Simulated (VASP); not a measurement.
# LiPS3 (C2/m) in VASP: single point with PBE

Aim: the single point of LiPS3 with PBE.

Everything below comes from runs of VASP 6.6.1. Logs are shortened: lines on timing, memory, paths and dates and some standing lists are left out, and cuts for length are marked.

### 1 The cell of the first run

Symmetry: C2/m, No. 12, monoclinic system. Conventional cell: a = 11.240 Å, b = 7.062 Å, c = 6.618 Å, α = 90.00°, β = 125.98°, γ = 90.00°. Within 3.7 Å of Li (site symmetry 2) lie 6 S at 2.56 to 3.31 Å and 2 Li at 3.42 to 3.64 Å and 4 P at 3.57 to 3.69 Å. P (site symmetry m) has 4 S at 1.98 to 2.14 Å within 2.6 Å. S (site symmetry 2) has 2 P at 2.14 Å within 2.8 Å. Within 2.7 Å of S (site symmetry m) lie 1 P at 2.00 Å and 2 Li at 2.60 Å. S (site symmetry m) has 1 P at 1.98 Å and 2 Li at 2.56 Å within 2.6 Å.

### 2 Single point, PBE

INCAR reads:

```
  PREC = Accurate
  ENCUT = 520
  EDIFF = 1E-6
  ISMEAR = 0
  SIGMA = 0.01
  LREAL = False
  LASPH = True
  NELM = 100
  ALGO = Normal
  ISIF = 2
  LWAVE = False
  LCHARG = False
  GGA = PE
  NBANDS = 37
```

KPOINTS reads:

```
regular mesh
0
Gamma
  6 6 6
```

POSCAR reads:

```
LiPS3
1.0
    5.6201538984     -3.5307507321     -0.0256862972
    5.6201538984      3.5307507321     -0.0256862972
   -3.8629284047      0.0000000000      5.3731890603
Li P S
2 2 6
Direct
    0.7575296328      0.2424703672      0.0000000000
    0.2424703672      0.7575296328      0.0000000000
    0.1518475010      0.1518475010      0.5771375667
    0.8481524990      0.8481524990      0.4228624333
    0.2205610879      0.7794389121      0.5000000000
    0.7794389121      0.2205610879      0.5000000000
    0.1940796228      0.1940796228      0.3230648879
    0.8059203772      0.8059203772      0.6769351121
    0.3199590208      0.3199590208      0.9346811496
    0.6800409792      0.6800409792      0.0653188504
```

Potentials or basis: VASP PAW PBE potentials, release 64 (Li_sv, P, S).

Started as:

```sh
cat potpaw_PBE.64/Li_sv/POTCAR potpaw_PBE.64/P/POTCAR potpaw_PBE.64/S/POTCAR > POTCAR
mpirun -np 1 vasp_std > vasp.out
```

OUTCAR:

```text
PREC = Accurate
   ENCUT = 520
   EDIFF = 1E-6
   ISMEAR = 0
   LREAL = False
   LASPH = True
   NELM = 100
   ISIF = 2
   GGA = PE

 ion  position               nearest neighbor table
   1  0.758  0.242  0.000-   9 2.56  10 2.56   7 2.60   8 2.60
   2  0.242  0.758  0.000-   9 2.56  10 2.56   7 2.60   8 2.60
   3  0.152  0.152  0.577-   9 1.98   7 2.00   5 2.14   6 2.14   4 2.93
   4  0.848  0.848  0.423-  10 1.98   8 2.00   5 2.14   6 2.14   3 2.93
   5  0.221  0.779  0.500-   3 2.14   4 2.14
   6  0.779  0.221  0.500-   3 2.14   4 2.14
   7  0.194  0.194  0.323-   3 2.00   2 2.60   1 2.60
   8  0.806  0.806  0.677-   4 2.00   2 2.60   1 2.60
   9  0.320  0.320  0.935-   3 1.98   2 2.56   1 2.56
  10  0.680  0.680  0.065-   4 1.98   2 2.56   1 2.56

  LATTYP: Found a base centered monoclinic cell.
 ALAT       =    11.2404251926
 B/A-ratio  =     0.6282236965
 C/A-ratio  =     0.5887371972
 COS(beta)  =    -0.5874353587

  Lattice vectors:

 A1 = (   5.6201538984,  -3.5307507321,  -0.0256862972)
 A2 = (   5.6201538984,   3.5307507321,  -0.0256862972)
 A3 = (  -3.8629284047,   0.0000000000,   5.3731890603)

Analysis of symmetry for initial positions (statically):
=====================================================================
 Subroutine PRICEL returns:
 Original cell was already a primitive cell.

 Routine SETGRP: Setting up the symmetry group for a
 base centered monoclinic supercell.

 Subroutine GETGRP returns: Found  4 space group operations
 (whereof  4 operations were pure point group operations)
 out of a pool of  4 trial point group operations.

The static configuration has the point symmetry C_2h.

Analysis of symmetry for dynamics (positions and initial velocities):
=====================================================================
 Subroutine PRICEL returns:
 Original cell was already a primitive cell.

 Routine SETGRP: Setting up the symmetry group for a
 base centered monoclinic supercell.

 Subroutine GETGRP returns: Found  4 space group operations
 (whereof  4 operations were pure point group operations)
 out of a pool of  4 trial point group operations.

The dynamic configuration has the point symmetry C_2h.

 Subroutine INISYM returns: Found  4 space group operations
 (whereof  4 operations are pure point group operations),
 and found     1 'primitive' translations

----------------------------------------------------------------------------------------

                                     Primitive cell

  volume of cell :     212.5436

  direct lattice vectors                    reciprocal lattice vectors
     5.620153898 -3.530750732 -0.025686297     0.089258820 -0.141612942  0.064170537
     5.620153898  3.530750732 -0.025686297     0.089258820  0.141612942  0.064170537
    -3.862928405  0.000000000  5.373189060     0.000853396  0.000000000  0.186722744

  length of vectors
     6.637242677  6.637242677  6.617656423     0.179274148  0.179274148  0.186724694

  position of ions in fractional coordinates (direct lattice)
     0.757529633  0.242470367  1.000000000
     0.242470367  0.757529633  1.000000000
     0.151847501  0.151847501  0.577137567
     0.848152499  0.848152499  0.422862433
     0.220561088  0.779438912  0.500000000
     0.779438912  0.220561088  0.500000000
     0.194079623  0.194079623  0.323064888
     0.805920377  0.805920377  0.676935112
     0.319959021  0.319959021  0.934681150
     0.680040979  0.680040979  0.065318850

  ion indices of the primitive-cell ions
   primitive index   ion index
                 1           1
                 2           2
                 3           3
                 4           4
                 5           5
                 6           6
                 7           7
                 8           8
                 9           9
                10          10

----------------------------------------------------------------------------------------

 KPOINTS: regular mesh

Automatic generation of k-mesh.
 Grid dimensions read from file:
 generate k-points for:    6    6    6

 Generating k-lattice:

  Cartesian coordinates                     Fractional coordinates (reciprocal lattice)
     0.014876470 -0.023602157  0.010695090     0.166666667  0.000000000  0.000000000
     0.014876470  0.023602157  0.010695090     0.000000000  0.166666667  0.000000000
     0.000142233  0.000000000  0.031120457     0.000000000  0.000000000  0.166666667

  Length of vectors
     0.029879025  0.029879025  0.031120782

  Shift w.r.t. Gamma in fractional coordinates (k-lattice)
     0.000000000  0.000000000  0.000000000

 Subroutine IBZKPT returns following result:
 ===========================================

 Found     68 irreducible k-points:

 Following reciprocal coordinates:
            Coordinates               Weight
  0.000000  0.000000  0.000000      1.000000
  0.166667 -0.000000 -0.000000      4.000000
  0.333333 -0.000000  0.000000      4.000000
  0.500000 -0.000000 -0.000000      2.000000
  0.166667  0.166667 -0.000000      2.000000
  0.333333  0.166667 -0.000000      4.000000
[... 16 lines left out ...]
 -0.333333  0.166667  0.166667      4.000000
 -0.166667  0.166667  0.166667      4.000000
 [... further k-points ...]
   k-points           NKPTS =     68   k-points in BZ     NKDIM =     68   number of bands    NBANDS=     37
   number of dos      NEDOS =    301   number of ions     NIONS =     10
   total plane-waves  NPLWV = 125000
   dimension x,y,z NGX =    50 NGY =   50 NGZ =   50
   dimension x,y,z NGXF=   100 NGYF=  100 NGZF=  100
   ions per type =               2   2   6
   NGX,Y,Z   is equivalent  to a cutoff of  12.52, 12.52, 12.56 a.u.
   NGXF,Y,Z  is equivalent  to a cutoff of  25.05, 25.05, 25.12 a.u.
 SYSTEM =  unknown system
   PREC   = accura    normal or accurate (medium, high low for compatibility)
   ISTART =      0    job   : 0-new  1-cont  2-samecut
   ICHARG =      2    charge: 1-file 2-atom 10-const
   ISPIN  =      1    spin polarized calculation?
   LNONCOLLINEAR =      F non collinear calculations
   LSORBIT =      F    spin-orbit coupling
   LASPH  =      T    aspherical Exc in radial PAW
   ENCUT  =  520.0 eV  38.22 Ry    6.18 a.u.  12.34 12.34 12.30*2*pi/ulx,y,z
   NELM   =    100;   NELMIN=  2; NELMDL= -5     # of ELM steps
   EDIFF  = 0.1E-05   stopping-criterion for ELM
   LREAL  =      F    real-space projection
   EDIFFG = 0.1E-04   stopping-criterion for IOM
   NSW    =      0    number of steps for IOM
   IBRION =     -1    ionic relax: 0-MD 1-quasi-New 2-CG
   NFREE  =      0    steps in history (QN), initial steepest desc. (CG)
   ISIF   =      2    stress and relaxation
   ISYM   =      2    0-nonsym 1-usesym 2-fastsym
   POTIM  = 0.5000    time-step for ionic-motion
   TEBEG  =    0.0;   TEEND  =   0.0 temperature during run
   PSTRESS=    0.0 pullay stress
   NELECT =      52.0000    total number of electrons
   NUPDOWN=      -1.0000    fix difference up-down
   EMIN   =  10.00;   EMAX   =-10.00  energy-range for DOS
   EFERMI =   0.00;   METHOD = LEGACY
   ISMEAR =     0;   SIGMA  =   0.01  broadening in eV -4-tet -1-fermi 0-gaus
   EFERMI_NEDOS =   21; number of points for ismear=-14 and -15
   IALGO  =     38    algorithm
   IMIX   =      4    mixing-type and parameters
     AMIX     =   0.40;   BMIX     =  1.00
     AMIX_MAG =   1.60;   BMIX_MAG =  1.00
  volume/ion in A,a.u.               =      21.25       143.43
  Fermi-wavevector in a.u.,A,eV,Ry     =   1.023906  1.934901 14.264113  1.048383
  Thomas-Fermi vector in A             =   2.157664
   LORBIT       =      0    0 simple, 1 ext, 2 COOP (PROOUT), +10 PAW based schemes
   GGA     = PE    functional components
   LHFCALC =     F    Hartree Fock is set to
   AEXX    =    0.0000 exact exchange contribution
   IVDW    =     0    specifies the selected vdW correction
   LEPSILON=     F    determine dielectric tensor
   LRPA    =     F    only Hartree local field effects (RPA)
 non-spin polarized calculation
 Gauss-broadening in eV      SIGMA  =   0.01
  energy-cutoff  :      520.00
  volume of cell :      212.54
 maximum number of plane-waves:      5752
 NGX is ok and might be reduce to    50
   NGX = 25   NGY = 25   NGZ = 25

 number of electron      52.0000004 magnetization

 Free energy of the ion-electron system (eV)
  ---------------------------------------------------
  ext. energy  EPLUGINS =         0.00000000
  ---------------------------------------------------
  free energy    TOTEN  =       -45.09657837 eV

  energy without entropy =      -45.09657837  energy(sigma->0) =      -45.09657837

 E-fermi :   2.6907     XC(G=0):  -8.5590

 val. band max:        2.5703707471   @ k =   0.0000   0.0000   0.0000
 cond. band min:       4.3805754764   @ k =  -0.0000  -0.0000   0.5000
 fundamental gap:      1.8102047293
 Fermi energy:         2.6907354880

 k-point     1 :       0.0000    0.0000    0.0000
  band No.  band energies     occupation
      1     -42.5632      2.00000
      2     -42.5620      2.00000
      3     -13.5755      2.00000
      4     -11.6495      2.00000
      5     -10.2551      2.00000
      6     -10.0477      2.00000
[... 29 lines left out ...]
     36       8.9045      0.00000
     37       9.1644      0.00000

 k-point     2 :       0.1667   -0.0000   -0.0000
  band No.  band energies     occupation
      1     -42.5632      2.00000
      2     -42.5620      2.00000
      3     -13.5571      2.00000
      4     -11.6856      2.00000
      5     -10.2824      2.00000
      6     -10.0323      2.00000
[... 29 lines left out ...]
     36       8.8459      0.00000
     37       9.1342      0.00000

 k-point     3 :       0.3333   -0.0000    0.0000
  band No.  band energies     occupation
      1     -42.5630      2.00000
      2     -42.5622      2.00000
      3     -13.5183      2.00000
      4     -11.7610      2.00000
      5     -10.3091      2.00000
      6     -10.0298      2.00000
[... 29 lines left out ...]
     36       8.9001      0.00000
     37       9.2669      0.00000

 k-point     4 :       0.5000   -0.0000   -0.0000
  band No.  band energies     occupation
      1     -42.5628      2.00000
      2     -42.5624      2.00000
      3     -13.4978      2.00000
      4     -11.8002      2.00000
      5     -10.3128      2.00000
      6     -10.0382      2.00000
[... 29 lines left out ...]
     36       9.1150      0.00000
     37       9.2538      0.00000
[... 683 lines left out ...]
      1     -42.5629      2.00000
      2     -42.5622      2.00000
      3     -13.4795      2.00000
      4     -11.8017      2.00000
      5     -10.3541      2.00000
      6     -10.0450      2.00000
[... 29 lines left out ...]
     36       9.0217      0.00000
     37       9.3008      0.00000

 k-point    23 :      -0.3333    0.1667    0.1667
  band No.  band energies     occupation
      1     -42.5628      2.00000
      2     -42.5624      2.00000
      3     -13.4994      2.00000
      4     -11.7616      2.00000
      5     -10.3827      2.00000
      6     -10.0135      2.00000
[... 29 lines left out ...]
     36       8.9136      0.00000
     37       9.1303      0.00000

 k-point    24 :      -0.1667    0.1667    0.1667
  band No.  band energies     occupation
      1     -42.5630      2.00000
      2     -42.5622      2.00000
      3     -13.5290      2.00000
      4     -11.7137      2.00000
      5     -10.3400      2.00000
      6     -10.0181      2.00000
[... 29 lines left out ...]
     36       8.7494      0.00000
     37       9.1357      0.00000

 [... further k-points ...]

------------------------ aborting loop because EDIFF is reached ----------------------------------------

  FORCE on cell =-STRESS in cart. coord.  units (eV):
  Direction    XX          YY          ZZ          XY          YZ          ZX
  --------------------------------------------------------------------------------------
  -------------------------------------------------------------------------------------
  Total        1.3883534      1.1905486      1.7134019      0.0000000      0.0000000     -0.2005169
  in kB       10.4655627      8.9744880     12.9158145      0.0000000      0.0000000     -1.5115190
  external PRESSURE =      10.7852884 kB  Pullay stress =       0.0000000 kB

 VOLUME and BASIS-vectors are now :
 -----------------------------------------------------------------------------
  energy-cutoff  :      520.00
  volume of cell :      212.54
      direct lattice vectors                 reciprocal lattice vectors
     5.620153898 -3.530750732 -0.025686297     0.089258820 -0.141612942  0.064170537
     5.620153898  3.530750732 -0.025686297     0.089258820  0.141612942  0.064170537
    -3.862928405  0.000000000  5.373189060     0.000853396  0.000000000  0.186722744

 POSITION                                       TOTAL-FORCE (eV/Angst)
 -----------------------------------------------------------------------------------
      5.62015     -1.81855     -0.02569        -0.000000     -0.004147      0.000000
      5.62015      1.81855     -0.02569        -0.000000      0.004147      0.000000
     -0.52263      0.00000      3.09327        -0.060587      0.000000     -0.041303
      7.90001      0.00000      2.22855         0.060587      0.000000      0.041303
      3.68869      1.97326      2.66091        -0.000000     -0.178179      0.000000
      3.68869     -1.97326      2.66091        -0.000000      0.178179      0.000000
      0.93354      0.00000      1.72592         0.146574      0.000000     -0.168180
      6.44384      0.00000      3.59590        -0.146574      0.000000      0.168180
     -0.01417      0.00000      5.00578         0.090653      0.000000      0.225899
      7.39155      0.00000      0.31604        -0.090653      0.000000     -0.225899
 -----------------------------------------------------------------------------------
    total drift:                                0.000000     -0.000000     -0.000000

  FREE ENERGIE OF THE ION-ELECTRON SYSTEM (eV)
  ---------------------------------------------------
  free  energy   TOTEN  =       -45.0965783702 eV

  energy  without entropy=      -45.0965783702  energy(sigma->0) =      -45.09657837
```

Wall time 10 min (1 thread of Intel Xeon Platinum 8259CL at 2.50GHz (Skylake/Cascade Lake), shared host); peak memory 0.61 GiB.

Results:

```
Free energy            : -45.0966 eV
Largest force          : 0.243 eV/Å
Band gap on the k mesh : 1.81 eV (least direct gap 2.18 eV)
```

Forces on the atoms (eV/Å):
```
Li   0.000 -0.004  0.000
Li   0.000  0.004  0.000
P   -0.061  0.000 -0.041
P    0.061  0.000  0.041
S    0.000 -0.178  0.000
S    0.000  0.178  0.000
S    0.147  0.000 -0.168
S   -0.147  0.000  0.168
S    0.091  0.000  0.226
S   -0.091  0.000 -0.226
```

Caveat: the cutoff is under 1.25 times the usual one of these potentials, so pressure, stress and relaxed cells hold a basis-set (Pulay) error. A hybrid or GW would open this gap; PBE tends to underestimate it.
